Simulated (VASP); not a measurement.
Write the native input for VASP 6.6.1 that does the following.

- Task: single point
- Functional: PBEsol
- Potentials or basis: VASP PAW PBE potentials, release 64 (Zn)
- Cutoff: 520 eV
- k mesh: 12 × 12 × 12
- Occupations: methfessel-paxton, width 0.1 eV
- Spin: non-collinear spin, typed start
- Starting moments: [[0.5, 0.0, 0.0]] μB
- Dipole correction: no
- Further INCAR settings: ALGO = Normal; EDIFF = 1e-06; NBANDS = 23

The structure of Zn lies in POSCAR:

```
Zn
1.0
   -1.4565649237      1.4565649237      1.4565649237
    1.4565649237     -1.4565649237      1.4565649237
    1.4565649237      1.4565649237     -1.4565649237
Zn
1
Direct
    0.0000000000      0.0000000000      0.0000000000
```

This isn't the form of Zn at room conditions, which is hcp.

One way to write it, as run:

INCAR

```
SYSTEM = Zn
  PREC = Accurate
  ENCUT = 520
  EDIFF = 1E-6
  ISMEAR = 1
  SIGMA = 0.1
  LREAL = .False.
  LASPH = .True.
  NELM = 150
  ALGO = Normal
  ISIF = 2
  LWAVE = .False.
  LCHARG = .False.
  LNONCOLLINEAR = .True.
  MAGMOM = 0.5 0 0
  LORBIT = 11
  GGA = PS
  NBANDS = 23
```

KPOINTS

```
regular mesh
0
Gamma
  12 12 12
  0 0 0
```

Potentials or basis: VASP PAW PBE potentials, release 64 (Zn).

Command:

```sh
$ cat potpaw_PBE.64/Zn/POTCAR > POTCAR
$ mpirun -np 1 vasp_ncl > vasp.out
```

It gave:

- Pressure: 17.8 GPa
- Band gap on the k mesh: zero (bands 12 and 13 overlap by 5.10 eV)
- Net moment: 0.00 μB per cell
- Valence electrons inside the program's atomic spheres: Zn 10.96

Caveat: the cell stands under pressure; the PAW data sets were made with another functional, which shifts forces and pressure a little.

Run time: 110 s on 1 thread of Intel(R) Xeon(R) 6975P-C (Granite Rapids) (shared host), peak memory 0.23 GiB.
